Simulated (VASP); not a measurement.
# Ta (Im-3m) in VASP: single point with r2SCAN

Aim: the single point of Ta with r2SCAN.

Program: VASP 6.6.1. These are calculated values, not measurements. Logs are shortened: lines on timing, memory, paths and dates and some standing lists are left out, and cuts for length are marked.

**1. The cell of the first run**

The structure is cubic, space group Im-3m (No. 229). The conventional cell has a = 3.038 Å, b = 3.038 Å, c = 3.038 Å, α = 90.00°, β = 90.00°, γ = 90.00°. Ta (site symmetry m-3m) has 14 Ta at 2.63 to 3.04 Å within 3.5 Å.

**2. Single point, r2SCAN (strain -0.080 along x and y, -0.080 along z)**

The input, POSCAR:

```
Ta
1.0
   -1.5191776000      1.5191776000      1.5191776000
    1.5191776000     -1.5191776000      1.5191776000
    1.5191776000      1.5191776000     -1.5191776000
Ta
1
Direct
    0.0000000000      0.0000000000      0.0000000000
```

The input, INCAR.step1:

```
PREC     = Accurate       # precision mode
ENCUT    = 520            # plane-wave cutoff, eV
ISMEAR   = 0              # smearing method
SIGMA    = 0.15           # smearing width, eV
LREAL    = False          # projectors in reciprocal space
LASPH    = True           # aspherical terms in the spheres
NELM     = 100            # most SCF steps
NBANDS   = 12             # bands
GGA      = PE             # functional
ALGO     = Normal         # electronic algorithm
EDIFF    = 1E-4           # SCF threshold, eV
LWAVE    = True           # write WAVECAR
LCHARG   = False          # write CHGCAR
```

The input, INCAR.step2:

```
PREC     = Accurate       # precision mode
ENCUT    = 520            # plane-wave cutoff, eV
EDIFF    = 1E-6           # SCF threshold, eV
ISMEAR   = 0              # smearing method
SIGMA    = 0.15           # smearing width, eV
LREAL    = False          # projectors in reciprocal space
LASPH    = True           # aspherical terms in the spheres
NELM     = 100            # most SCF steps
ALGO     = Normal         # electronic algorithm
ISIF     = 2              # what is computed and relaxed
LWAVE    = False          # write WAVECAR
LCHARG   = False          # write CHGCAR
METAGGA  = R2SCAN         # meta-GGA
LMIXTAU  = True         
NBANDS   = 12             # bands
ISTART   = 1
```

The input, KPOINTS:

```
regular mesh
0
Gamma
  20 20 20
```

Potentials or basis: VASP PAW PBE potentials, release 64 (Ta_pv).

Launch:

```sh
$ cat potpaw_PBE.64/Ta_pv/POTCAR > POTCAR
$ cp INCAR.step1 INCAR
$ mpirun -np 1 vasp_std > vasp.out
$ cp INCAR.step2 INCAR
$ mpirun -np 1 vasp_std > vasp.out
```

OUTCAR:

```text
PREC = Accurate
   ENCUT = 520
   EDIFF = 1E-6
   ISMEAR = 0
   LREAL = False
   LASPH = True
   NELM = 100
   ISIF = 2
   METAGGA = R2SCAN
   ISTART = 1

 ion  position               nearest neighbor table
   1  0.000  0.000  0.000-

  LATTYP: Found a body centered cubic cell.
 ALAT       =     3.0383552000

  Lattice vectors:

 A1 = (  -1.5191776000,   1.5191776000,   1.5191776000)
 A2 = (   1.5191776000,  -1.5191776000,   1.5191776000)
 A3 = (   1.5191776000,   1.5191776000,  -1.5191776000)

Analysis of symmetry for initial positions (statically):
=====================================================================
 Subroutine PRICEL returns:
 Original cell was already a primitive cell.

 Routine SETGRP: Setting up the symmetry group for a
 body centered cubic supercell.

 Subroutine GETGRP returns: Found 48 space group operations
 (whereof 48 operations were pure point group operations)
 out of a pool of 48 trial point group operations.

The static configuration has the point symmetry O_h .

Analysis of symmetry for dynamics (positions and initial velocities):
=====================================================================
 Subroutine PRICEL returns:
 Original cell was already a primitive cell.

 Routine SETGRP: Setting up the symmetry group for a
 body centered cubic supercell.

 Subroutine GETGRP returns: Found 48 space group operations
 (whereof 48 operations were pure point group operations)
 out of a pool of 48 trial point group operations.

The dynamic configuration has the point symmetry O_h .

 Subroutine INISYM returns: Found 48 space group operations
 (whereof 48 operations are pure point group operations),
 and found     1 'primitive' translations

----------------------------------------------------------------------------------------

                                     Primitive cell

  volume of cell :      14.0244

  direct lattice vectors                    reciprocal lattice vectors
    -1.519177600  1.519177600  1.519177600     0.000000000  0.329125443  0.329125443
     1.519177600 -1.519177600  1.519177600     0.329125443  0.000000000  0.329125443
     1.519177600  1.519177600 -1.519177600     0.329125443  0.329125443  0.000000000

  length of vectors
     2.631292789  2.631292789  2.631292789     0.465453665  0.465453665  0.465453665

  position of ions in fractional coordinates (direct lattice)
     0.000000000  0.000000000  0.000000000

  ion indices of the primitive-cell ions
   primitive index   ion index
                 1           1

----------------------------------------------------------------------------------------

 KPOINTS: regular mesh

Automatic generation of k-mesh.
 Grid dimensions read from file:
 generate k-points for:   20   20   20

 Generating k-lattice:

  Cartesian coordinates                     Fractional coordinates (reciprocal lattice)
     0.000000000  0.016456272  0.016456272     0.050000000  0.000000000  0.000000000
     0.016456272  0.000000000  0.016456272     0.000000000  0.050000000  0.000000000
     0.016456272  0.016456272  0.000000000     0.000000000  0.000000000  0.050000000

  Length of vectors
     0.023272683  0.023272683  0.023272683

  Shift w.r.t. Gamma in fractional coordinates (k-lattice)
     0.000000000  0.000000000  0.000000000

 Subroutine IBZKPT returns following result:
 ===========================================

 Found    256 irreducible k-points:

 Following reciprocal coordinates:
            Coordinates               Weight
  0.000000  0.000000  0.000000      1.000000
  0.050000  0.000000  0.000000     12.000000
  0.100000  0.000000  0.000000     12.000000
  0.150000  0.000000  0.000000     12.000000
  0.200000  0.000000  0.000000     12.000000
  0.250000  0.000000  0.000000     12.000000
[... 16 lines left out ...]
  0.200000  0.100000  0.000000     48.000000
  0.250000  0.100000 -0.000000     48.000000
 [... further k-points ...]
   k-points           NKPTS =    256   k-points in BZ     NKDIM =    256   number of bands    NBANDS=     12
   number of dos      NEDOS =    301   number of ions     NIONS =      1
   total plane-waves  NPLWV =   8000
   dimension x,y,z NGX =    20 NGY =   20 NGZ =   20
   dimension x,y,z NGXF=    40 NGYF=   40 NGZF=   40
   ions per type =               1
   NGX,Y,Z   is equivalent  to a cutoff of  12.64, 12.64, 12.64 a.u.
   NGXF,Y,Z  is equivalent  to a cutoff of  25.27, 25.27, 25.27 a.u.
 SYSTEM =  unknown system
   PREC   = accura    normal or accurate (medium, high low for compatibility)
   ISTART =      1    job   : 0-new  1-cont  2-samecut
   ICHARG =      0    charge: 1-file 2-atom 10-const
   ISPIN  =      1    spin polarized calculation?
   LNONCOLLINEAR =      F non collinear calculations
   LSORBIT =      F    spin-orbit coupling
   LASPH  =      T    aspherical Exc in radial PAW
   ENCUT  =  520.0 eV  38.22 Ry    6.18 a.u.   4.89  4.89  4.89*2*pi/ulx,y,z
   NELM   =    100;   NELMIN=  2; NELMDL=  0     # of ELM steps
   EDIFF  = 0.1E-05   stopping-criterion for ELM
   LREAL  =      F    real-space projection
[... 7 lines left out ...]
   TEBEG  =    0.0;   TEEND  =   0.0 temperature during run
   PSTRESS=    0.0 pullay stress
   NELECT =      11.0000    total number of electrons
   NUPDOWN=      -1.0000    fix difference up-down
   EMIN   =  10.00;   EMAX   =-10.00  energy-range for DOS
   EFERMI =   0.00;   METHOD = LEGACY
   ISMEAR =     0;   SIGMA  =   0.15  broadening in eV -4-tet -1-fermi 0-gaus
   EFERMI_NEDOS =   21; number of points for ismear=-14 and -15
   IALGO  =     38    algorithm
   IMIX   =      4    mixing-type and parameters
     AMIX     =   0.40;   BMIX     =  1.00
     AMIX_MAG =   1.60;   BMIX_MAG =  1.00
  volume/ion in A,a.u.               =      14.02        94.64
  Fermi-wavevector in a.u.,A,eV,Ry     =   1.509769  2.853050 31.013154  2.279403
  Thomas-Fermi vector in A             =   2.620047
   LORBIT       =      0    0 simple, 1 ext, 2 COOP (PROOUT), +10 PAW based schemes
   METAGGA = R2SCAN    functional components
   LHFCALC =     F    Hartree Fock is set to
   AEXX    =    0.0000 exact exchange contribution
   IVDW    =     0    specifies the selected vdW correction
   LEPSILON=     F    determine dielectric tensor
   LRPA    =     F    only Hartree local field effects (RPA)
 non-spin polarized calculation
 Gauss-broadening in eV      SIGMA  =   0.15
  energy-cutoff  :      520.00
  volume of cell :       14.02
 maximum number of plane-waves:       394
   NGX =  9   NGY =  9   NGZ =  9

 number of electron      10.9999998 magnetization

 Free energy of the ion-electron system (eV)
  ---------------------------------------------------
  ext. energy  EPLUGINS =         0.00000000
  ---------------------------------------------------
  free energy    TOTEN  =       -47.72140625 eV

  energy without entropy =      -47.71040156  energy(sigma->0) =      -47.71590390

 E-fermi :   7.5720     XC(G=0): -15.2970

 val. band max:        7.5693455458   @ k =  -0.4500   0.4500   0.2000
 cond. band min:       7.5952063422   @ k =  -0.1500   0.2000   0.0500
 fundamental gap:      0.0258607965
 Fermi energy:         7.5720076486

 k-point     1 :       0.0000    0.0000    0.0000
  band No.  band energies     occupation
      1     -25.6188      2.00000
      2     -25.6188      2.00000
      3     -25.6188      2.00000
      4      -1.6105      2.00000
      5       8.2709      0.00000
      6       8.2709      0.00000
      7       8.2709      0.00000
      8      12.7176      0.00000
      9      12.7176      0.00000
     10      24.5576      0.00000
     11      24.5576      0.00000
     12      24.5576      0.00000

 k-point     2 :       0.0500    0.0000    0.0000
  band No.  band energies     occupation
      1     -25.6955      2.00000
      2     -25.6402      2.00000
      3     -25.6197      2.00000
      4      -1.4460      2.00000
      5       8.1592      0.00000
      6       8.2403      0.00000
      7       8.4289      0.00000
      8      12.5146      0.00000
      9      12.7119      0.00000
     10      20.8569      0.00000
     11      24.7158      0.00000
     12      24.8292      0.00000

 k-point     3 :       0.1000    0.0000    0.0000
  band No.  band energies     occupation
      1     -25.9141      2.00000
      2     -25.7020      2.00000
      3     -25.6224      2.00000
      4      -0.9746      2.00000
      5       7.8497      0.00884
      6       8.1167      0.00000
      7       8.8982      0.00000
      8      12.0833      0.00000
      9      12.7056      0.00000
     10      20.8569      0.00000
     11      25.1466      0.00000
     12      25.6175      0.00000
[... 286 lines left out ...]
 k-point    23 :       0.2000    0.1000    0.0000
  band No.  band energies     occupation
      1     -27.1282      2.00000
      2     -26.0616      2.00000
      3     -25.7271      2.00000
      4       1.7273      2.00000
      5       6.3734      2.00000
      6       6.8701      2.00000
      7      11.4114      0.00000
      8      12.6742      0.00000
      9      13.5162      0.00000
     10      20.8566      0.00000
     11      26.1284      0.00000
     12      28.4060      0.00000

 k-point    24 :       0.2500    0.1000   -0.0000
  band No.  band energies     occupation
      1     -27.4778      2.00000
      2     -26.2085      2.00000
      3     -25.7377      2.00000
      4       2.2285      2.00000
      5       5.9409      2.00000
      6       7.0469      2.00000
      7      11.7633      0.00000
      8      13.7560      0.00000
      9      14.1705      0.00000
     10      20.8566      0.00000
     11      24.9960      0.00000
     12      28.0827      0.00000

 [... further k-points ...]
[... 5 lines left out ...]
  --------------------------------------------------------------------------------------
  -------------------------------------------------------------------------------------
  Total        7.1873373      7.1873373      7.1873373      0.0000000      0.0000000     -0.0000000
  in kB      821.0941832    821.0941832    821.0941832      0.0000000      0.0000000     -0.0000000
  external PRESSURE =     821.0941832 kB  Pullay stress =       0.0000000 kB

 VOLUME and BASIS-vectors are now :
 -----------------------------------------------------------------------------
  energy-cutoff  :      520.00
  volume of cell :       14.02
      direct lattice vectors                 reciprocal lattice vectors
    -1.519177600  1.519177600  1.519177600     0.000000000  0.329125443  0.329125443
     1.519177600 -1.519177600  1.519177600     0.329125443  0.000000000  0.329125443
     1.519177600  1.519177600 -1.519177600     0.329125443  0.329125443  0.000000000

 POSITION                                       TOTAL-FORCE (eV/Angst)
 -----------------------------------------------------------------------------------
      0.00000      0.00000      0.00000        -0.000000      0.000000     -0.000000
 -----------------------------------------------------------------------------------
    total drift:                                0.000000     -0.000000      0.000000

  FREE ENERGIE OF THE ION-ELECTRON SYSTEM (eV)
  ---------------------------------------------------
  free  energy   TOTEN  =       -47.7214062524 eV

  energy  without entropy=      -47.7104015550  energy(sigma->0) =      -47.71590390
```

Wall time 84 s (1 thread of AMD EPYC 9R45 (Zen 5), shared host); peak memory 0.13 GiB.

Results:

```yaml
Free_energy: -47.7214 eV
Pressure: 82.1 GPa
Band_gap_on_the_k_mesh: zero (an odd number of electrons rules out a gap without spin polarisation)
```

Levels at points of the mesh, in eV from the Fermi level:
| k point | band 2 | band 3 | band 4 | band 5 | band 6 | band 7 | band 8 | band 9 |
| --- | --- | --- | --- | --- | --- | --- | --- | --- |
| (0.00, 0.00, 0.00) | -33.19 | -33.19 | -9.18 | 0.70 | 0.70 | 0.70 | 5.15 | 5.15 |
| (0.50, 0.00, 0.00) | -34.01 | -33.23 | -5.93 | -2.58 | 3.14 | 5.29 | 6.66 | 10.83 |
| (0.50, 0.50, 0.50) | -34.98 | -34.98 | -5.86 | -5.86 | 9.35 | 9.35 | 9.35 | 11.85 |

Caveat: the cell differs from its parent crystal (strain -0.080 along x and y, -0.080 along z); the cell stands under pressure; the PAW data sets were made with another functional, which shifts forces and pressure a little; spin-orbit coupling is left out, which moves the levels of the heavy elements.

The gap in the log of VASP goes by the Fermi energy; the results here count the filled bands.